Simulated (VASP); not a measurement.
# BaLiF3 (P4/mmm) in VASP: further runs, part 2 of 2

VASP 6.6.1.

**4. Single point, LDA (strain -0.015 along x and y, +0.000 along z)**

Input file INCAR:

```
SYSTEM = BaLiF3
PREC = Accurate
ENCUT = 520
EDIFF = 1E-6
ISMEAR = 0
SIGMA = 0.05
LREAL = .FALSE.
LASPH = .TRUE.
NELM = 100
ALGO = Normal
ISIF = 2
LWAVE = .FALSE.
LCHARG = .TRUE.
GGA = CA
LELF = .TRUE.
LVHAR = .TRUE.
NBANDS = 25
```

Input file KPOINTS:

```
regular mesh
0
G
  6 6 6
  0 0 0
```

Input file POSCAR:

```
BaLiF3
1.0
    3.9287529154      0.0000000000      0.0000000000
    0.0000000000      3.9287529154      0.0000000000
    0.0000000000      0.0000000000      3.9885816400
Ba Li F
1 1 3
Direct
    0.0000000000      0.0000000000      0.0000000000
    0.5000000000      0.5000000000      0.5000000000
    0.0000000000      0.5000000000      0.5000000000
    0.5000000000      0.5000000000      0.0000000000
    0.5000000000      0.0000000000      0.5000000000
```

Potentials or basis: VASP PAW LDA potentials, release 64 (Ba_sv, Li_sv, F).

The run is started by

```sh
cat potpaw_LDA.64/Ba_sv/POTCAR potpaw_LDA.64/Li_sv/POTCAR potpaw_LDA.64/F/POTCAR > POTCAR
mpirun -np 1 vasp_std > vasp.out
```

OUTCAR:

```text
SYSTEM = BaLiF3
   PREC = Accurate
   ENCUT = 520
   EDIFF = 1E-6
   ISMEAR = 0
   LREAL = .FALSE.
   LASPH = .TRUE.
   NELM = 100
   ISIF = 2
   GGA = CA

 ion  position               nearest neighbor table
   1  0.000  0.000  0.000-   4 2.78   4 2.78   4 2.78   4 2.78   5 2.80   3 2.80   3 2.80   3 2.80
                             5 2.80   5 2.80   5 2.80   3 2.80   2 3.42   2 3.42   2 3.42   2 3.42
   2  0.500  0.500  0.500-   3 1.96   5 1.96   5 1.96   3 1.96   4 1.99   4 1.99   1 3.42   1 3.42
                             1 3.42   1 3.42   1 3.42   1 3.42   1 3.42   1 3.42
   3  0.000  0.500  0.500-   2 1.96   2 1.96   1 2.80   1 2.80   1 2.80   1 2.80
   4  0.500  0.500  0.000-   2 1.99   2 1.99   1 2.78   1 2.78   1 2.78   1 2.78
   5  0.500  0.000  0.500-   2 1.96   2 1.96   1 2.80   1 2.80   1 2.80   1 2.80

  LATTYP: Found a simple tetragonal cell.
 ALAT       =     3.9287529154
 C/A-ratio  =     1.0152284264

  Lattice vectors:

 A1 = (   3.9287529154,   0.0000000000,   0.0000000000)
 A2 = (   0.0000000000,   3.9287529154,   0.0000000000)
 A3 = (   0.0000000000,   0.0000000000,   3.9885816400)

Analysis of symmetry for initial positions (statically):
[... 183 lines left out ...]
 cond. band min:       5.7611937839   @ k =   0.0000   0.0000   0.0000
 fundamental gap:      6.4326684197
 Fermi energy:        -0.4323298140

 k-point     1 :       0.0000    0.0000    0.0000
  band No.  band energies     occupation
      1     -40.2601      2.00000
      2     -24.0182      2.00000
      3     -19.9383      2.00000
      4     -19.5767      2.00000
      5     -19.5157      2.00000
      6      -9.0607      2.00000
[... 661 lines left out ...]
     24      13.0273      0.00000
     25      14.9374      0.00000

 [... further k-points ...]

------------------------ aborting loop because EDIFF is reached ----------------------------------------

  FORCE on cell =-STRESS in cart. coord.  units (eV):
  Direction    XX          YY          ZZ          XY          YZ          ZX
  --------------------------------------------------------------------------------------
  -------------------------------------------------------------------------------------
  Total       -0.9043679     -0.9043679     -1.4329292      0.0000000      0.0000000      0.0000000
  in kB      -23.5357372    -23.5357372    -37.2912903      0.0000000      0.0000000      0.0000000
  external PRESSURE =     -28.1209216 kB  Pullay stress =       0.0000000 kB

 VOLUME and BASIS-vectors are now :
 -----------------------------------------------------------------------------
  energy-cutoff  :      520.00
  volume of cell :       61.56
      direct lattice vectors                 reciprocal lattice vectors
     3.928752915  0.000000000  0.000000000     0.254533696  0.000000000  0.000000000
     0.000000000  3.928752915  0.000000000     0.000000000  0.254533696  0.000000000
     0.000000000  0.000000000  3.988581640     0.000000000  0.000000000  0.250715691

 POSITION                                       TOTAL-FORCE (eV/Angst)
 -----------------------------------------------------------------------------------
      0.00000      0.00000      0.00000         0.000000      0.000000      0.000000
      1.96438      1.96438      1.99429         0.000000      0.000000      0.000000
      0.00000      1.96438      1.99429         0.000000      0.000000      0.000000
      1.96438      1.96438      0.00000         0.000000      0.000000      0.000000
      1.96438      0.00000      1.99429         0.000000      0.000000      0.000000
 -----------------------------------------------------------------------------------
    total drift:                                0.000000      0.000000     -0.000000

  FREE ENERGIE OF THE ION-ELECTRON SYSTEM (eV)
  ---------------------------------------------------
  free  energy   TOTEN  =       -29.2632653476 eV

  energy  without entropy=      -29.2632653476  energy(sigma->0) =      -29.26326535
```

stdout:

```text
POSCAR found type information on POSCAR BaLiF
 POSCAR found :  3 types and       5 ions
 scaLAPACK will be used
 LDA part: xc-table for (Slater(with rela. corr.)+CA(PZ))
 , standard interpolation
 POSCAR, INCAR and KPOINTS ok, starting setup
 FFT: planning ... GRIDC
 FFT: planning ... GRID_SOFT
 FFT: planning ... GRID
 WAVECAR not read
 entering main loop
```

Wall time 94 s (1 thread of AMD EPYC 7R43 (Zen 3), shared host); peak memory 0.15 GiB.

What came out:

* Free energy: -29.2633 eV
* Band gap on the k mesh: 6.43 eV

Levels at points of the mesh, in eV from the valence-band top:
```csv
k point,band 13,band 14,band 15,band 16,band 17,band 18,band 19,band 20,band 21,band 22
"(0.00, 0.00, 0.00)",-0.90,-0.87,0.00,0.00,0.00,6.43,6.59,8.15,9.89,9.89
"(0.50, 0.00, 0.00)",-1.12,-0.79,-0.79,-0.57,-0.51,8.11,8.67,10.37,10.83,10.98
"(0.50, 0.50, 0.00)",-1.48,-0.63,-0.63,-0.21,-0.15,8.93,9.36,10.85,10.85,12.71
"(0.00, 0.00, 0.50)",-1.16,-0.83,-0.83,-0.47,-0.47,7.92,8.58,10.42,10.92,10.92
"(0.50, 0.00, 0.50)",-1.42,-0.62,-0.61,-0.26,-0.25,8.92,9.16,10.96,10.99,12.62
"(0.50, 0.50, 0.50)",-0.27,-0.20,-0.20,-0.20,-0.10,8.01,8.02,8.02,12.10,12.27
```

Caveat: the cell differs from its parent crystal (strain -0.015 along x and y, +0.000 along z); the cutoff is under 1.25 times the usual one of these potentials, so pressure, stress and relaxed cells hold a basis-set (Pulay) error; spin-orbit coupling is left out, which moves the levels of the heavy elements. A k mesh can miss the band edges.

**5. Single point, LDA (strain +0.000 along x and y, -0.015 along z)**

Input file INCAR:

```
ALGO     = Normal         # electronic algorithm
EDIFF    = 1E-6           # SCF threshold, eV
ENCUT    = 520            # plane-wave cutoff, eV
GGA      = CA             # functional
ISIF     = 2              # what is computed and relaxed
ISMEAR   = 0              # smearing method
LASPH    = T              # aspherical terms in the spheres
LCHARG   = F              # write CHGCAR
LREAL    = F              # projectors in reciprocal space
LWAVE    = F              # write WAVECAR
NBANDS   = 25             # bands
NELM     = 80             # most SCF steps
PREC     = Accurate       # precision mode
SIGMA    = 0.05           # smearing width, eV
```

Input file KPOINTS:

```
k-points
0
Gamma
  6 6 6
```

POSCAR, as its differences from that of step 4:

```diff
@@ -2,5 +2,5 @@
 1.0
-    3.9287529154      0.0000000000      0.0000000000
-    0.0000000000      3.9287529154      0.0000000000
-    0.0000000000      0.0000000000      3.9885816400
+    3.9885816400      0.0000000000      0.0000000000
+    0.0000000000      3.9885816400      0.0000000000
+    0.0000000000      0.0000000000      3.9287529154
 Ba Li F
```

The run is started by

```sh
cat potpaw_LDA.64/Ba_sv/POTCAR potpaw_LDA.64/Li_sv/POTCAR potpaw_LDA.64/F/POTCAR > POTCAR
mpirun -np 1 vasp_std > vasp.out
```

It took 100 s on 1 thread of AMD EPYC 7R43 (Zen 3), shared host; peak memory 0.15 GiB.

The run converged. Its results:

```
Free energy            : -29.2453 eV
Band gap on the k mesh : 6.41 eV
```

Levels at points of the mesh, in eV from the valence-band top:
```tsv
k point	band 14	band 15	band 16	band 17	band 18	band 19	band 20	band 21
(0.00, 0.00, 0.00)	-0.85	-0.01	0.00	0.00	6.41	6.57	8.01	9.78
(0.50, 0.00, 0.00)	-0.81	-0.80	-0.51	-0.45	7.92	8.52	10.32	10.73
(0.50, 0.50, 0.00)	-0.61	-0.61	-0.27	-0.27	8.84	9.01	10.91	10.91
(0.00, 0.00, 0.50)	-0.77	-0.77	-0.54	-0.54	8.12	8.60	10.27	10.79
(0.50, 0.00, 0.50)	-0.63	-0.62	-0.22	-0.17	8.84	9.21	10.77	10.79
(0.50, 0.50, 0.50)	-0.22	-0.19	-0.12	-0.12	7.95	7.95	7.96	11.98
```

Caveat: the cell differs from its parent crystal (strain +0.000 along x and y, -0.015 along z); the cutoff is under 1.25 times the usual one of these potentials, so pressure, stress and relaxed cells hold a basis-set (Pulay) error; spin-orbit coupling is left out, which moves the levels of the heavy elements. A k mesh can miss the band edges.

**6. Single point, LDA (strain -0.015 along x and y, +0.015 along z)**

Input file INCAR:

```
SYSTEM = BaLiF3
ALGO = Normal
EDIFF = 1E-7
ENCUT = 520
GGA = CA
ISIF = 2
ISMEAR = 0
LASPH = .True.
LCHARG = .True.
LELF = .True.
LREAL = .False.
LVHAR = .True.
LWAVE = .False.
NBANDS = 25
NELM = 80
PREC = Accurate
SIGMA = 0.05
```

Input file KPOINTS:

```
k-points
0
Gamma
  6 6 6
  0 0 0
```

POSCAR, as its differences from that of step 5:

```diff
@@ -2,5 +2,5 @@
 1.0
-    3.9885816400      0.0000000000      0.0000000000
-    0.0000000000      3.9885816400      0.0000000000
-    0.0000000000      0.0000000000      3.9287529154
+    3.9287529154      0.0000000000      0.0000000000
+    0.0000000000      3.9287529154      0.0000000000
+    0.0000000000      0.0000000000      4.0484103646
 Ba Li F
```

Potentials or basis: VASP PAW LDA potentials, release 64 (Ba_sv, Li_sv, F).

The run is started by

```sh
cat potpaw_LDA.64/Ba_sv/POTCAR potpaw_LDA.64/Li_sv/POTCAR potpaw_LDA.64/F/POTCAR > POTCAR
mpirun -np 1 vasp_std > vasp.out
```

Wall time 1.8 min (1 thread of AMD EPYC 7R43 (Zen 3), shared host); peak memory 0.15 GiB.

It converged, with:

```
Free energy            : -29.2378 eV
Band gap on the k mesh : 6.33 eV
```

Levels at points of the mesh, in eV from the valence-band top:
```
           k point  band 14  band 15  band 16  band 17  band 18  band 19  band 20  band 21
(0.00, 0.00, 0.00)    -0.83    -0.01     0.00     0.00     6.33     6.64     8.01     9.79
(0.50, 0.00, 0.00)    -0.77    -0.76    -0.61    -0.49     8.08     8.63    10.28    10.64
(0.50, 0.50, 0.00)    -0.65    -0.65    -0.16    -0.07     8.84     9.40    10.65    10.65
(0.00, 0.00, 0.50)    -0.85    -0.85    -0.41    -0.41     7.74     8.43    10.37    10.81
(0.50, 0.00, 0.50)    -0.63    -0.60    -0.28    -0.27     8.82     9.01    10.87    10.93
(0.50, 0.50, 0.50)    -0.22    -0.22    -0.15    -0.03     7.94     7.95     7.95    11.88
```

Caveat: the cell differs from its parent crystal (strain -0.015 along x and y, +0.015 along z); the cutoff is under 1.25 times the usual one of these potentials, so pressure, stress and relaxed cells hold a basis-set (Pulay) error; spin-orbit coupling is left out, which moves the levels of the heavy elements.

**7. Overview**

```csv
cell,gap on the mesh (eV)
"a = 3.869, b = 3.869, c = 4.108 Å, 5 atoms",6.09
"a = 3.989, b = 3.989, c = 3.869 Å, 5 atoms",6.34
"a = 3.929, b = 3.929, c = 3.989 Å, 5 atoms",6.43
"a = 3.989, b = 3.989, c = 3.929 Å, 5 atoms",6.41
"a = 3.929, b = 3.929, c = 4.048 Å, 5 atoms",6.33
```

Alike in all rows: task single point; level LDA; potentials or basis VASP PAW LDA potentials, release 64 (Ba_sv, Li_sv, F); no spin polarisation; k mesh 6 × 6 × 6; cutoff (eV) 520; smearing gaussian 0.05 eV.

Caveats: the cutoff is under 1.25 times the usual one of these potentials, so pressure, stress and relaxed cells hold a basis-set (Pulay) error; spin-orbit coupling is left out, which moves the levels of the heavy elements.

Total energies depend on the potentials used, so only differences within one code and one set of settings carry meaning.
